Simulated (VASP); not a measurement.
# Sb in VASP: notebook

The runs below take Sb through electric field gradients, with PBEsol.

Program: VASP 6.6.1. These are calculated values, not measurements. Logs are shortened: lines on timing, memory, paths and dates and some standing lists are left out, and cuts for length are marked.

### 1 The cell of the first run

It takes space group R-3m (No. 166, trigonal). Conventional cell: a = 4.447 Å, b = 4.447 Å, c = 5.528 Å, α = 90.00°, β = 90.00°, γ = 120.00°. Within 4.2 Å of Sb (site symmetry -3m) lie 6 Sb at 3.16 Å.

### 2 Electric field gradients, PBEsol (equal xy, yz and zx shear strains of +1 %)

Input file INCAR:

```
SYSTEM = Sb
ALGO = Normal
EDIFF = 1E-8
ENCUT = 520
GGA = PS
ISIF = 2
ISMEAR = -1
LASPH = .TRUE.
LCHARG = .FALSE.
LEFG = .TRUE.
LREAL = .FALSE.
LWAVE = .FALSE.
NBANDS = 8
NELM = 80
PREC = Accurate
SIGMA = 0.08
```

Input file KPOINTS:

```
k-points
0
G
  12 12 12
  0 0 0
```

Input file POSCAR:

```
Sb
1.0
    3.1600000000      0.0158000000      0.0158000000
    0.0158000000      3.1600000000      0.0158000000
    0.0158000000      0.0158000000      3.1600000000
Sb
1
Direct
    0.0000000000      0.0000000000      0.0000000000
```

Potentials or basis: VASP PAW PBE potentials, release 64 (Sb).

Command:

```
> cat potpaw_PBE.64/Sb/POTCAR > POTCAR
> mpirun -np 1 vasp_std > vasp.out
```

OUTCAR:

```text
SYSTEM = Sb
   EDIFF = 1E-8
   ENCUT = 520
   GGA = PS
   ISIF = 2
   ISMEAR = -1
   LASPH = .TRUE.
   LREAL = .FALSE.
   NELM = 80
   PREC = Accurate

 ion  position               nearest neighbor table
   1  0.000  0.000  0.000-

  LATTYP: Found a trigonal (rhomboedric) cell.
 ALAT       =     3.1600789990
 COS(alpha) =     0.0100244988

  Lattice vectors:

 A1 = (   3.1600000000,   0.0158000000,   0.0158000000)
 A2 = (   0.0158000000,   3.1600000000,   0.0158000000)
 A3 = (   0.0158000000,   0.0158000000,   3.1600000000)

Analysis of symmetry for initial positions (statically):
=====================================================================
 Subroutine PRICEL returns:
 Original cell was already a primitive cell.

 Routine SETGRP: Setting up the symmetry group for a
 trigonal (rhombohedral) supercell.

 Subroutine GETGRP returns: Found 12 space group operations
 (whereof 12 operations were pure point group operations)
 out of a pool of 12 trial point group operations.

The static configuration has the point symmetry D_3d.

Analysis of symmetry for dynamics (positions and initial velocities):
=====================================================================
 Subroutine PRICEL returns:
 Original cell was already a primitive cell.

 Routine SETGRP: Setting up the symmetry group for a
 trigonal (rhombohedral) supercell.

 Subroutine GETGRP returns: Found 12 space group operations
 (whereof 12 operations were pure point group operations)
 out of a pool of 12 trial point group operations.

The dynamic configuration has the point symmetry D_3d.

 Subroutine INISYM returns: Found 12 space group operations
 (whereof 12 operations are pure point group operations),
 and found     1 'primitive' translations

----------------------------------------------------------------------------------------

                                     Primitive cell

  volume of cell :      31.5521

  direct lattice vectors                    reciprocal lattice vectors
     3.160000000  0.015800000  0.015800000     0.316471441 -0.001574485 -0.001574485
     0.015800000  3.160000000  0.015800000    -0.001574485  0.316471441 -0.001574485
     0.015800000  0.015800000  3.160000000    -0.001574485 -0.001574485  0.316471441

  length of vectors
     3.160078999  3.160078999  3.160078999     0.316479274  0.316479274  0.316479274

  position of ions in fractional coordinates (direct lattice)
     0.000000000  0.000000000  0.000000000

  ion indices of the primitive-cell ions
   primitive index   ion index
                 1           1

----------------------------------------------------------------------------------------

 KPOINTS: k-points

Automatic generation of k-mesh.
 Grid dimensions read from file:
 generate k-points for:   12   12   12

 Generating k-lattice:

  Cartesian coordinates                     Fractional coordinates (reciprocal lattice)
     0.026372620 -0.000131207 -0.000131207     0.083333333 -0.000000000  0.000000000
    -0.000131207  0.026372620 -0.000131207    -0.000000000  0.083333333  0.000000000
    -0.000131207 -0.000131207  0.026372620     0.000000000  0.000000000  0.083333333

  Length of vectors
     0.026373273  0.026373273  0.026373273

  Shift w.r.t. Gamma in fractional coordinates (k-lattice)
     0.000000000  0.000000000  0.000000000

 Subroutine IBZKPT returns following result:
 ===========================================

 Found    189 irreducible k-points:

 Following reciprocal coordinates:
            Coordinates               Weight
  0.000000  0.000000  0.000000      1.000000
  0.083333 -0.000000 -0.000000      6.000000
  0.166667  0.000000  0.000000      6.000000
  0.250000 -0.000000 -0.000000      6.000000
  0.333333  0.000000  0.000000      6.000000
  0.416667 -0.000000  0.000000      6.000000
[... 16 lines left out ...]
  0.500000  0.166667 -0.000000     12.000000
 -0.416667  0.166667  0.000000     12.000000
 [... further k-points ...]
   k-points           NKPTS =    189   k-points in BZ     NKDIM =    189   number of bands    NBANDS=      8
   number of dos      NEDOS =    301   number of ions     NIONS =      1
   total plane-waves  NPLWV =  13824
   dimension x,y,z NGX =    24 NGY =   24 NGZ =   24
   dimension x,y,z NGXF=    48 NGYF=   48 NGZF=   48
   ions per type =               1
   NGX,Y,Z   is equivalent  to a cutoff of  12.63, 12.63, 12.63 a.u.
   NGXF,Y,Z  is equivalent  to a cutoff of  25.25, 25.25, 25.25 a.u.
 SYSTEM =  Sb
   PREC   = accura    normal or accurate (medium, high low for compatibility)
   ISTART =      0    job   : 0-new  1-cont  2-samecut
   ICHARG =      2    charge: 1-file 2-atom 10-const
   ISPIN  =      1    spin polarized calculation?
   LNONCOLLINEAR =      F non collinear calculations
   LSORBIT =      F    spin-orbit coupling
   LASPH  =      T    aspherical Exc in radial PAW
   ENCUT  =  520.0 eV  38.22 Ry    6.18 a.u.   5.88  5.88  5.88*2*pi/ulx,y,z
   NELM   =     80;   NELMIN=  2; NELMDL= -5     # of ELM steps
   EDIFF  = 0.1E-07   stopping-criterion for ELM
   LREAL  =      F    real-space projection
   EDIFFG = 0.1E-06   stopping-criterion for IOM
   NSW    =      0    number of steps for IOM
   IBRION =     -1    ionic relax: 0-MD 1-quasi-New 2-CG
   NFREE  =      0    steps in history (QN), initial steepest desc. (CG)
   ISIF   =      2    stress and relaxation
   ISYM   =      2    0-nonsym 1-usesym 2-fastsym
   POTIM  = 0.5000    time-step for ionic-motion
   TEBEG  =    0.0;   TEEND  =   0.0 temperature during run
   PSTRESS=    0.0 pullay stress
   NELECT =       5.0000    total number of electrons
   NUPDOWN=      -1.0000    fix difference up-down
   EMIN   =  10.00;   EMAX   =-10.00  energy-range for DOS
   EFERMI =   0.00;   METHOD = LEGACY
   ISMEAR =    -1;   SIGMA  =   0.08  broadening in eV -4-tet -1-fermi 0-gaus
   EFERMI_NEDOS =   21; number of points for ismear=-14 and -15
   IALGO  =     38    algorithm
   IMIX   =      4    mixing-type and parameters
     AMIX     =   0.40;   BMIX     =  1.00
     AMIX_MAG =   1.60;   BMIX_MAG =  1.00
  volume/ion in A,a.u.               =      31.55       212.92
  Fermi-wavevector in a.u.,A,eV,Ry     =   0.885908  1.674123 10.678298  0.784833
  Thomas-Fermi vector in A             =   2.007004
   LORBIT       =      0    0 simple, 1 ext, 2 COOP (PROOUT), +10 PAW based schemes
   GGA     = PS    functional components
   LHFCALC =     F    Hartree Fock is set to
   AEXX    =    0.0000 exact exchange contribution
   IVDW    =     0    specifies the selected vdW correction
   LEPSILON=     F    determine dielectric tensor
   LRPA    =     F    only Hartree local field effects (RPA)
 non-spin polarized calculation
  energy-cutoff  :      520.00
  volume of cell :       31.55
 maximum number of plane-waves:       872
   NGX = 11   NGY = 11   NGZ = 11

 number of electron       5.0000001 magnetization

 Free energy of the ion-electron system (eV)
  ---------------------------------------------------
  ext. energy  EPLUGINS =         0.00000000
  ---------------------------------------------------
  free energy    TOTEN  =        -4.48316571 eV

  energy without entropy =       -4.46745896  energy(sigma->0) =       -4.47531234

 E-fermi :   6.3636     XC(G=0):  -9.5197

 val. band max:        6.3514953484   @ k =  -0.4167  -0.4167   0.3333
 cond. band min:       6.3734112689   @ k =  -0.2500  -0.4167   0.0833
 fundamental gap:      0.0219159206
 Fermi energy:         6.3635987122

 k-point     1 :       0.0000    0.0000    0.0000
  band No.  band energies     occupation
      1      -5.6818      2.00000
      2       9.3975      0.00000
      3       9.3975      0.00000
      4       9.4642      0.00000
      5      13.1959      0.00000
      6      13.1959      0.00000
      7      14.0973      0.00000
      8      23.6857      0.00000

 k-point     2 :       0.0833   -0.0000   -0.0000
  band No.  band energies     occupation
      1      -5.5870      2.00000
      2       8.2847      0.00000
      3       9.4892      0.00000
      4       9.5343      0.00000
      5      13.2741      0.00000
      6      13.7327      0.00000
      7      14.9179      0.00000
      8      22.7889      0.00000

 k-point     3 :       0.1667    0.0000    0.0000
  band No.  band energies     occupation
      1      -5.3068      2.00000
      2       6.3474      1.10091
      3       9.7546      0.00000
      4       9.7994      0.00000
      5      13.5067      0.00000
      6      14.0930      0.00000
      7      17.1387      0.00000
      8      21.3275      0.00000

 k-point     4 :       0.2500   -0.0000   -0.0000
  band No.  band energies     occupation
      1      -4.8583      2.00000
      2       4.4498      2.00000
      3      10.1601      0.00000
      4      10.2049      0.00000
      5      13.8854      0.00000
      6      14.5442      0.00000
      7      19.4084      0.00000
      8      19.9321      0.00000

 k-point     5 :       0.3333    0.0000    0.0000
  band No.  band energies     occupation
      1      -4.2882      2.00000
      2       2.7982      2.00000
      3      10.6356      0.00000
      4      10.6807      0.00000
      5      14.3845      0.00000
      6      15.1621      0.00000
      7      18.7280      0.00000
      8      18.7561      0.00000
[... 177 lines left out ...]
 k-point    22 :       0.4167    0.1667    0.0000
  band No.  band energies     occupation
      1      -3.3519      2.00000
      2       1.9435      2.00000
      3       8.1901      0.00000
      4      11.4304      0.00000
      5      13.5458      0.00000
      6      15.8433      0.00000
      7      18.1089      0.00000
      8      18.2430      0.00000

 k-point    23 :       0.5000    0.1667   -0.0000
  band No.  band energies     occupation
      1      -3.0764      2.00000
      2       1.4383      2.00000
      3       8.3701      0.00000
      4      11.6106      0.00000
      5      13.2391      0.00000
      6      16.2962      0.00000
      7      17.6152      0.00000
      8      17.8946      0.00000

 k-point    24 :      -0.4167    0.1667    0.0000
  band No.  band energies     occupation
      1      -3.3369      2.00000
      2       1.9149      2.00000
      3       8.1160      0.00000
      4      11.4422      0.00000
      5      13.6862      0.00000
      6      15.8731      0.00000
      7      18.0414      0.00000
      8      18.2859      0.00000

 [... further k-points ...]

------------------------ aborting loop because EDIFF is reached ----------------------------------------

  FORCE on cell =-STRESS in cart. coord.  units (eV):
  Direction    XX          YY          ZZ          XY          YZ          ZX
  --------------------------------------------------------------------------------------
  -------------------------------------------------------------------------------------
  Total       -0.9034236     -0.9034236     -0.9034236     -0.0242049     -0.0242049     -0.0242049
  in kB      -45.8746968    -45.8746968    -45.8746968     -1.2290923     -1.2290923     -1.2290923
  external PRESSURE =     -45.8746968 kB  Pullay stress =       0.0000000 kB

 VOLUME and BASIS-vectors are now :
 -----------------------------------------------------------------------------
  energy-cutoff  :      520.00
  volume of cell :       31.55
      direct lattice vectors                 reciprocal lattice vectors
     3.160000000  0.015800000  0.015800000     0.316471441 -0.001574485 -0.001574485
     0.015800000  3.160000000  0.015800000    -0.001574485  0.316471441 -0.001574485
     0.015800000  0.015800000  3.160000000    -0.001574485 -0.001574485  0.316471441

 POSITION                                       TOTAL-FORCE (eV/Angst)
 -----------------------------------------------------------------------------------
      0.00000      0.00000      0.00000        -0.000000     -0.000000      0.000000
 -----------------------------------------------------------------------------------
    total drift:                                0.000000      0.000000      0.000000

  FREE ENERGIE OF THE ION-ELECTRON SYSTEM (eV)
  ---------------------------------------------------
  free  energy   TOTEN  =        -4.4831657084 eV

  energy  without entropy=       -4.4674589633  energy(sigma->0) =       -4.47531234

 Electric field gradients (V/A^2)
---------------------------------------------------------------------
 ion       V_xx      V_yy      V_zz      V_xy      V_xz      V_yz
---------------------------------------------------------------------
   1       0.000     0.000    -0.000     2.895     2.895     2.895
---------------------------------------------------------------------

 Electric field gradients after diagonalization (V/A^2)
 (convention: |V_zz| > |V_xx| > |V_yy|)
----------------------------------------------------------------------
 ion       V_xx      V_yy      V_zz     asymmetry (V_yy - V_xx)/ V_zz
----------------------------------------------------------------------
   1      -2.895    -2.895     5.790       0.000
----------------------------------------------------------------------

           NMR quadrupolar parameters

 Cq : quadrupolar parameter    Cq=e*Q*V_zz/h
 eta: asymmetry parameters     (V_yy - V_xx)/ V_zz
 Q  : nuclear electric quadrupole moment in mb (millibarn)
----------------------------------------------------------------------
 ion       Cq(MHz)       eta       Q (mb)
----------------------------------------------------------------------
   1       0.014       0.000       1.000
----------------------------------------------------------------------
```

Wall time 8.7 s (1 thread of Intel Xeon 6975P-C (Granite Rapids), shared host); peak memory 0.16 GiB.

Results:

- Free energy: -4.4832 eV
- Pressure: -4.6 GPa

Electric field gradients, principal values (V/Å²):
| atom | least | middle | greatest (by size) |
| --- | --- | --- | --- |
| 1 Sb | -2.895 | -2.895 | 5.790 |

Caveat: the cell differs from its parent crystal (equal xy, yz and zx shear strains of +1 %); without QUAD_EFG the Cq values of the log hold for a quadrupole moment of 1 mb, not for the nuclei; the PAW data sets were made with another functional, which shifts forces and pressure a little; spin-orbit coupling is left out, which moves the levels of the heavy elements.

[end of part 1 of 3]
